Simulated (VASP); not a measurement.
# RbMgH2 (P6_3/mmc) in VASP: notebook

RbMgH2 is run at these levels: PBE; tasks: relaxation of cell and atoms.

Program: VASP 6.6.1. These are calculated values, not measurements. Logs are shortened: lines on timing, memory, paths and dates and some standing lists are left out, and cuts for length are marked.

### 1 The cell of the first run

It takes space group P6_3/mmc (No. 194, hexagonal). The conventional cell has a = 4.607 Å, b = 4.607 Å, c = 8.239 Å, α = 90.00°, β = 90.00°, γ = 120.00°. Within 2.7 Å of Rb (site symmetry -3m) lie 2 H at 2.06 Å. Within 3.5 Å of Mg (site symmetry -6m2) lie 6 H at 2.66 Å and 6 Rb at 3.36 Å. Within 2.7 Å of H (site symmetry -6m2) lie 2 Rb at 2.06 Å and 3 Mg at 2.66 Å and 3 H at 2.66 Å. Within 3.5 Å of H (site symmetry -6m2) lie 3 H at 2.66 Å and 3 Mg at 2.66 Å and 6 Rb at 3.36 Å.

The cell was built from a structure type or drawn by symmetry, and may not be a known phase.

### 2 Relaxation of cell and atoms, PBE

INCAR reads:

```
  PREC = Accurate
  ENCUT = 600
  EDIFF = 1E-6
  ISMEAR = 0
  SIGMA = 0.1
  LREAL = False
  LASPH = True
  NELM = 60
  ALGO = Normal
  ISIF = 3
  LWAVE = False
  LCHARG = False
  GGA = PE
  IBRION = 2
  NSW = 90
  EDIFFG = -0.04
```

KPOINTS reads:

```
Automatic mesh
0
Gamma
  6 6 2
```

POSCAR reads:

```
RbMgH2
1.0
    4.6067942500      0.0000000000      0.0000000000
   -2.3033971200      3.9896008500      0.0000000000
    0.0000000000      0.0000000000      8.2393676000
Rb Mg H
2 2 4
Direct
    0.0000000000      0.0000000000      0.0000000000
    0.0000000000      0.0000000000      0.5000000000
    0.6666666700      0.3333333300      0.2500000000
    0.3333333300      0.6666666700      0.7500000000
    0.0000000000      0.0000000000      0.2500000000
    0.0000000000      0.0000000000      0.7500000000
    0.3333333300      0.6666666700      0.2500000000
    0.6666666700      0.3333333300      0.7500000000
```

Potentials or basis: VASP PAW PBE potentials, release 64 (Rb_sv, Mg, H).

Started as:

```bash
cat potpaw_PBE.64/Rb_sv/POTCAR potpaw_PBE.64/Mg/POTCAR potpaw_PBE.64/H/POTCAR > POTCAR
mpirun -np 1 vasp_std > vasp.out
```

OUTCAR:

```text
PREC = Accurate
   ENCUT = 600
   EDIFF = 1E-6
   ISMEAR = 0
   LREAL = False
   LASPH = True
   NELM = 60
   ISIF = 3
   GGA = PE
   IBRION = 2
   NSW = 90
   EDIFFG = -0.04

 ion  position               nearest neighbor table
   1  0.000  0.000  0.000-   5 2.06   6 2.06   3 3.36   4 3.36   4 3.36   3 3.36   3 3.36   4 3.36
                             2 4.12   2 4.12
   2  0.000  0.000  0.500-   5 2.06   6 2.06   3 3.36   4 3.36   4 3.36   3 3.36   3 3.36   4 3.36
                             1 4.12   1 4.12
   3  0.667  0.333  0.250-   1 3.36   2 3.36   1 3.36   2 3.36   1 3.36   2 3.36
   4  0.333  0.667  0.750-   1 3.36   2 3.36   1 3.36   2 3.36   1 3.36   2 3.36
   5  0.000  0.000  0.250-   1 2.06   2 2.06
   6  0.000  0.000  0.750-   1 2.06   2 2.06
   7  0.333  0.667  0.250-
   8  0.667  0.333  0.750-

  LATTYP: Found a hexagonal cell.
 ALAT       =     4.6067942500
 C/A-ratio  =     1.7885251984

  Lattice vectors:

 A1 = (   4.6067942500,   0.0000000000,   0.0000000000)
 A2 = (  -2.3033971200,   3.9896008500,   0.0000000000)
 A3 = (   0.0000000000,   0.0000000000,   8.2393676000)

Analysis of symmetry for initial positions (statically):
=====================================================================
 Subroutine PRICEL returns:
 Original cell was already a primitive cell.

 Routine SETGRP: Setting up the symmetry group for a
 hexagonal supercell.

 Subroutine GETGRP returns: Found 24 space group operations
 (whereof 12 operations were pure point group operations)
 out of a pool of 24 trial point group operations.

The static configuration has the point symmetry D_3d.
 The point group associated with its full space group is D_6h.

Analysis of symmetry for dynamics (positions and initial velocities):
=====================================================================
 Subroutine PRICEL returns:
 Original cell was already a primitive cell.

 Routine SETGRP: Setting up the symmetry group for a
 hexagonal supercell.

 Subroutine GETGRP returns: Found 24 space group operations
 (whereof 12 operations were pure point group operations)
 out of a pool of 24 trial point group operations.

The dynamic configuration has the point symmetry D_3d.
 The point group associated with its full space group is D_6h.

 Subroutine INISYM returns: Found 24 space group operations
 (whereof 12 operations are pure point group operations),
 and found     1 'primitive' translations

----------------------------------------------------------------------------------------

                                     Primitive cell

  volume of cell :     151.4336

  direct lattice vectors                    reciprocal lattice vectors
     4.606794250  0.000000000  0.000000000     0.217070689  0.125325820  0.000000000
    -2.303397120  3.989600850  0.000000000     0.000000000  0.250651641  0.000000000
     0.000000000  0.000000000  8.239367600     0.000000000  0.000000000  0.121368538

  length of vectors
     4.606794250  4.606794247  8.239367600     0.250651641  0.250651641  0.121368538

  position of ions in fractional coordinates (direct lattice)
     0.000000000  0.000000000  0.000000000
     0.000000000  0.000000000  0.500000000
     0.666666670  0.333333330  0.250000000
     0.333333330  0.666666670  0.750000000
     0.000000000  0.000000000  0.250000000
     0.000000000  0.000000000  0.750000000
     0.333333330  0.666666670  0.250000000
     0.666666670  0.333333330  0.750000000

  ion indices of the primitive-cell ions
   primitive index   ion index
                 1           1
                 2           2
                 3           3
                 4           4
                 5           5
                 6           6
                 7           7
                 8           8

----------------------------------------------------------------------------------------

 KPOINTS: Automatic mesh

Automatic generation of k-mesh.
 Grid dimensions read from file:
 generate k-points for:    6    6    2

 Generating k-lattice:

  Cartesian coordinates                     Fractional coordinates (reciprocal lattice)
     0.036178448  0.020887637  0.000000000     0.166666667  0.000000000  0.000000000
     0.000000000  0.041775274  0.000000000     0.000000000  0.166666667  0.000000000
     0.000000000  0.000000000  0.060684269     0.000000000  0.000000000  0.500000000

  Length of vectors
     0.041775273  0.041775274  0.060684269

  Shift w.r.t. Gamma in fractional coordinates (k-lattice)
     0.000000000  0.000000000  0.000000000

 Subroutine IBZKPT returns following result:
 ===========================================

 Found     14 irreducible k-points:

 Following reciprocal coordinates:
            Coordinates               Weight
  0.000000  0.000000  0.000000      1.000000
  0.166667  0.000000  0.000000      6.000000
  0.333333  0.000000  0.000000      6.000000
  0.500000 -0.000000  0.000000      3.000000
  0.166667  0.166667  0.000000      6.000000
  0.333333  0.166667  0.000000     12.000000
  0.333333  0.333333  0.000000      2.000000
  0.000000  0.000000  0.500000      1.000000
  0.166667  0.000000  0.500000      6.000000
  0.333333  0.000000  0.500000      6.000000
  0.500000 -0.000000  0.500000      3.000000
  0.166667  0.166667  0.500000      6.000000
  0.333333  0.166667  0.500000     12.000000
  0.333333  0.333333  0.500000      2.000000
   k-points           NKPTS =     14   k-points in BZ     NKDIM =     14   number of bands    NBANDS=     18
   number of dos      NEDOS =    301   number of ions     NIONS =      8
   total plane-waves  NPLWV = 112000
   dimension x,y,z NGX =    40 NGY =   40 NGZ =   70
   dimension x,y,z NGXF=    80 NGYF=   80 NGZF=  140
   ions per type =               2   2   4
   NGX,Y,Z   is equivalent  to a cutoff of  14.43, 14.43, 14.12 a.u.
   NGXF,Y,Z  is equivalent  to a cutoff of  28.87, 28.87, 28.25 a.u.
 SYSTEM =  unknown system
   PREC   = accura    normal or accurate (medium, high low for compatibility)
   ISTART =      0    job   : 0-new  1-cont  2-samecut
   ICHARG =      2    charge: 1-file 2-atom 10-const
   ISPIN  =      1    spin polarized calculation?
   LNONCOLLINEAR =      F non collinear calculations
   LSORBIT =      F    spin-orbit coupling
   LASPH  =      T    aspherical Exc in radial PAW
   ENCUT  =  600.0 eV  44.10 Ry    6.64 a.u.   9.20  9.20 16.46*2*pi/ulx,y,z
   NELM   =     60;   NELMIN=  2; NELMDL= -5     # of ELM steps
   EDIFF  = 0.1E-05   stopping-criterion for ELM
   LREAL  =      F    real-space projection
   EDIFFG = -.4E-01   stopping-criterion for IOM
   NSW    =     90    number of steps for IOM
   IBRION =      2    ionic relax: 0-MD 1-quasi-New 2-CG
   NFREE  =      1    steps in history (QN), initial steepest desc. (CG)
   ISIF   =      3    stress and relaxation
   ISYM   =      2    0-nonsym 1-usesym 2-fastsym
   POTIM  = 0.5000    time-step for ionic-motion
   TEBEG  =    0.0;   TEEND  =   0.0 temperature during run
   PSTRESS=    0.0 pullay stress
   NELECT =      26.0000    total number of electrons
   NUPDOWN=      -1.0000    fix difference up-down
   EMIN   =  10.00;   EMAX   =-10.00  energy-range for DOS
   EFERMI =   0.00;   METHOD = LEGACY
   ISMEAR =     0;   SIGMA  =   0.10  broadening in eV -4-tet -1-fermi 0-gaus
   EFERMI_NEDOS =   21; number of points for ismear=-14 and -15
   IALGO  =     38    algorithm
   IMIX   =      4    mixing-type and parameters
     AMIX     =   0.40;   BMIX     =  1.00
     AMIX_MAG =   1.60;   BMIX_MAG =  1.00
  volume/ion in A,a.u.               =      18.93       127.74
  Fermi-wavevector in a.u.,A,eV,Ry     =   0.909896  1.719455 11.264417  0.827911
  Thomas-Fermi vector in A             =   2.033995
   LORBIT       =      0    0 simple, 1 ext, 2 COOP (PROOUT), +10 PAW based schemes
   GGA     = PE    functional components
   LHFCALC =     F    Hartree Fock is set to
   AEXX    =    0.0000 exact exchange contribution
   IVDW    =     0    specifies the selected vdW correction
   LEPSILON=     F    determine dielectric tensor
   LRPA    =     F    only Hartree local field effects (RPA)
 conjugate gradient relaxation of ions
 non-spin polarized calculation
 Gauss-broadening in eV      SIGMA  =   0.10
  energy-cutoff  :      600.00
  volume of cell :      151.43
 maximum number of plane-waves:      5078
 NGX is ok and might be reduce to    40
   NGX = 19   NGY = 19   NGZ = 33

--------------------------------------- Ionic step        1  -------------------------------------------

 number of electron      25.9999999 magnetization

 Free energy of the ion-electron system (eV)
  ---------------------------------------------------
  ext. energy  EPLUGINS =         0.00000000
  ---------------------------------------------------
  free energy    TOTEN  =       -11.91420428 eV

  energy without entropy =      -11.89393920  energy(sigma->0) =      -11.90407174

------------------------ aborting loop because EDIFF is reached ----------------------------------------

  FORCE on cell =-STRESS in cart. coord.  units (eV):
  Direction    XX          YY          ZZ          XY          YZ          ZX
  --------------------------------------------------------------------------------------
  -------------------------------------------------------------------------------------
  Total       -0.7322647     -0.7322647     17.5979480     -0.0000000      0.0000000      0.0000000
  in kB       -7.7474095     -7.7474095    186.1874777     -0.0000000      0.0000000      0.0000000
  external PRESSURE =      56.8975529 kB  Pullay stress =       0.0000000 kB
[... 107 lines left out ...]
  FREE ENERGIE OF THE ION-ELECTRON SYSTEM (eV)
  ---------------------------------------------------
  free  energy   TOTEN  =       -14.2099750259 eV

  energy  without entropy=      -14.1905052790  energy(sigma->0) =      -14.20024015

[... ionic steps 4 to 8 ...]

--------------------------------------- Ionic step        9  -------------------------------------------

 number of electron      26.0000005 magnetization

------------------------ aborting loop because EDIFF is reached ----------------------------------------

  FORCE on cell =-STRESS in cart. coord.  units (eV):
  Direction    XX          YY          ZZ          XY          YZ          ZX
  --------------------------------------------------------------------------------------
  -------------------------------------------------------------------------------------
  Total       -0.3318473     -0.3318473      0.1607805     -0.0000000     -0.0000000     -0.0000000
  in kB       -3.3464294     -3.3464294      1.6213500     -0.0000000     -0.0000000     -0.0000000
  external PRESSURE =      -1.6905030 kB  Pullay stress =       0.0000000 kB
[... 69 lines left out ...]
  energy  without entropy=      -14.9006249623  energy(sigma->0) =      -14.91857918

--------------------------------------- Ionic step       11  -------------------------------------------

 number of electron      26.0000005 magnetization

 Free energy of the ion-electron system (eV)
  ---------------------------------------------------
  ext. energy  EPLUGINS =         0.00000000
  ---------------------------------------------------
  free energy    TOTEN  =       -14.93638932 eV

  energy without entropy =      -14.90033647  energy(sigma->0) =      -14.91836289

 E-fermi :   1.6979     XC(G=0):  -7.8838

 val. band max:        1.6531468836   @ k =   0.3333   0.1667   0.5000
 cond. band min:       1.7136851490   @ k =   0.1667   0.0000   0.0000
 fundamental gap:      0.0605382654
 Fermi energy:         1.6979056105

 k-point     1 :       0.0000    0.0000    0.0000
  band No.  band energies     occupation
      1     -26.6866      2.00000
      2     -26.6861      2.00000
      3     -10.8655      2.00000
      4     -10.7896      2.00000
      5     -10.5441      2.00000
      6     -10.5441      2.00000
[... 10 lines left out ...]
     17       6.0248      0.00000
     18       6.0248      0.00000
[... 306 lines left out ...]
  FREE ENERGIE OF THE ION-ELECTRON SYSTEM (eV)
  ---------------------------------------------------
  free  energy   TOTEN  =       -14.9363893177 eV

  energy  without entropy=      -14.9003364657  energy(sigma->0) =      -14.91836289

 reached required accuracy - stopping structural energy minimisation
```

Wall time 4.8 min (1 thread of AMD EPYC 9R45 (Zen 5), shared host); peak memory 0.34 GiB.

Results:

- Free energy: -14.9364 eV
- Relaxed volume: 19.64 Å³/atom
- Relaxed cell: a = 3.957 Å, b = 3.957 Å, c = 11.590 Å, α = 90.00°, β = 90.00°, γ = 120.00°
- Space group after relaxing (to 0.1 Å): P6_3/mmc (No. 194)
- Energy gained by relaxing: 377.8 meV/atom
- Ionic steps: 11
- Pressure after relaxing: 0.1 GPa
- Band gap on the k mesh: zero (bands 13 and 14 overlap by 1.67 eV)

Stress tensor (GPa, compression positive):
```
-0.04  0.00  0.00
 0.00 -0.04  0.00
 0.00  0.00  0.28
```

The path:
| step | energy change (eV) | largest force (eV/Å) | pressure (GPa) | volume (Å³) |
| --- | --- | --- | --- | --- |
| 1 | 0.0000 | 0.0000 | 5.69 | 151.43 |
| 2 | -1.4721 | 0.0000 | 1.75 | 166.03 |
| 3 | -2.2958 | 0.0000 | -1.75 | 187.60 |
| 4 | -2.3488 | 0.0000 | -2.26 | 193.23 |
| 5 | -2.3593 | 0.0000 | -2.51 | 196.61 |
| 6 | -2.6710 | 0.0000 | -2.15 | 184.43 |
| 7 | -2.9384 | 0.0000 | -1.26 | 169.23 |
| 8 | -2.8070 | 0.0000 | 3.42 | 139.70 |
| 9 | -3.0191 | 0.0000 | -0.17 | 158.88 |
| 10 | -3.0223 | 0.0000 | 0.18 | 156.34 |
| 11 | -3.0222 | 0.0000 | 0.07 | 157.12 |

Final structure:
```xyz
8
Lattice="3.9565 0.0000 0.0000 -1.9783 3.4264 0.0000 0.0000 0.0000 11.5899" Properties=species:S:1:pos:R:3 pbc="T T T"
Rb    0.0000    0.0000    0.0000
Rb    0.0000    0.0000    5.7950
Mg    1.9783    1.1421    2.8975
Mg    0.0000    2.2843    8.6924
H     0.0000    0.0000    2.8975
H     0.0000    0.0000    8.6924
H     0.0000    2.2843    2.8975
H     1.9783    1.1421    8.6924
```

Caveat: the k points lie up to 0.31 Å⁻¹ apart in the final cell, too coarse for converged energies and pressures of a metal; a cell axis changed by over 15 % at a fixed basis, so the end point is rough.

### 3 Relaxation of cell and atoms, PBE

This run uses another cell than the first one, of 19.92 Å³/atom.

INCAR reads:

```
SYSTEM = RbMgH2
  ALGO = Normal
  EDIFF = 1E-6
  EDIFFG = -0.01
  ENCUT = 600
  GGA = PE
  IBRION = 2
  ISIF = 3
  ISMEAR = 0
  LASPH = .True.
  LCHARG = .False.
  LREAL = .False.
  LWAVE = .False.
  NELM = 100
  NSW = 100
  PREC = Accurate
  SIGMA = 0.1
```

KPOINTS reads:

```
k-points
0
Gamma
  12 12 4
  0 0 0
```

POSCAR reads:

```
RbMgH2
1.0
    3.9296482875      0.0000000000      0.0000000000
   -1.9648241437      3.4031752449      0.0000000000
    0.0000000000      0.0000000000     11.9164218096
Rb Mg H
2 2 4
Direct
    0.0000000000      0.0000000000      0.0000000000
    0.0000000000      0.0000000000      0.5000000000
    0.6666666667      0.3333333333      0.2500000000
    0.3333333333      0.6666666667      0.7500000000
    0.0000000000      0.0000000000      0.2500000000
    0.0000000000      0.0000000000      0.7500000000
    0.3333333333      0.6666666667      0.2500000000
    0.6666666667      0.3333333333      0.7500000000
```

Potentials or basis: VASP PAW PBE potentials, release 64 (Rb_sv, Mg, H).

Started as:

```bash
cat potpaw_PBE.64/Rb_sv/POTCAR potpaw_PBE.64/Mg/POTCAR potpaw_PBE.64/H/POTCAR > POTCAR
mpirun -np 1 vasp_std > vasp.out
```

Run time: 4.3 min. Hardware: 1 thread of AMD EPYC 9R45 (Zen 5), shared host; peak memory 0.43 GiB.

The run converged. Its results:

- Free energy: -15.0835 eV
- Relaxed volume: 20.03 Å³/atom
- Relaxed cell: a = 3.909 Å, b = 3.909 Å, c = 12.111 Å, α = 90.00°, β = 90.00°, γ = 120.00°
- Space group after relaxing (to 0.1 Å): P6_3/mmc (No. 194)
- Energy gained by relaxing: 0.2 meV/atom
- Ionic steps: 4
- Pressure after relaxing: 0.0 GPa
- Band gap on the k mesh: zero (bands 13 and 14 overlap by 1.61 eV)

Stress tensor (GPa, compression positive):
```
 0.05  0.00  0.00
 0.00  0.05  0.00
 0.00  0.00 -0.06
```

Step by step:
```
step  energy change (eV)  largest force (eV/Å)  pressure (GPa)  volume (Å³)
   1              0.0000                0.0000            0.03       159.36
   2             -0.0005                0.0000            0.03       159.45
   3             -0.0015                0.0000            0.02       159.73
   4             -0.0017                0.0000            0.01       160.26
```

Final structure:
```cif
data_structure
_symmetry_space_group_name_H-M 'P 1'
_symmetry_Int_Tables_number 1
_cell_length_a 3.9090
_cell_length_b 3.9090
_cell_length_c 12.1107
_cell_angle_alpha 90.000
_cell_angle_beta 90.000
_cell_angle_gamma 120.000
_cell_volume 160.26
loop_
_atom_site_label
_atom_site_type_symbol
_atom_site_fract_x
_atom_site_fract_y
_atom_site_fract_z
_atom_site_occupancy
Rb1 Rb 0.00000 0.00000 0.00000 1
Rb2 Rb 0.00000 0.00000 0.50000 1
Mg1 Mg 0.66667 0.33333 0.25000 1
Mg2 Mg 0.33333 0.66667 0.75000 1
H1 H 0.00000 0.00000 0.25000 1
H2 H 0.00000 0.00000 0.75000 1
H3 H 0.33333 0.66667 0.25000 1
H4 H 0.66667 0.33333 0.75000 1
```

Levels at points of the mesh, in eV from the Fermi level:
| k point | band 9 | band 10 | band 11 | band 12 | band 13 | band 14 | band 15 | band 16 | band 17 | band 18 |
| --- | --- | --- | --- | --- | --- | --- | --- | --- | --- | --- |
| (0.00, 0.00, 0.00) | -7.08 | -6.73 | -2.16 | -0.80 | 0.32 | 0.86 | 0.88 | 2.33 | 3.26 | 4.28 |
| (0.50, 0.00, 0.00) | -4.76 | -4.54 | -3.53 | -3.27 | 0.28 | 0.30 | 1.04 | 1.36 | 1.59 | 2.27 |
| (0.00, 0.00, 0.50) | -6.92 | -6.92 | -1.62 | -1.62 | 0.71 | 0.71 | 1.49 | 1.49 | 4.24 | 4.26 |
| (0.50, 0.00, 0.50) | -4.65 | -4.65 | -3.40 | -3.40 | 0.33 | 0.33 | 1.31 | 1.31 | 1.68 | 1.68 |
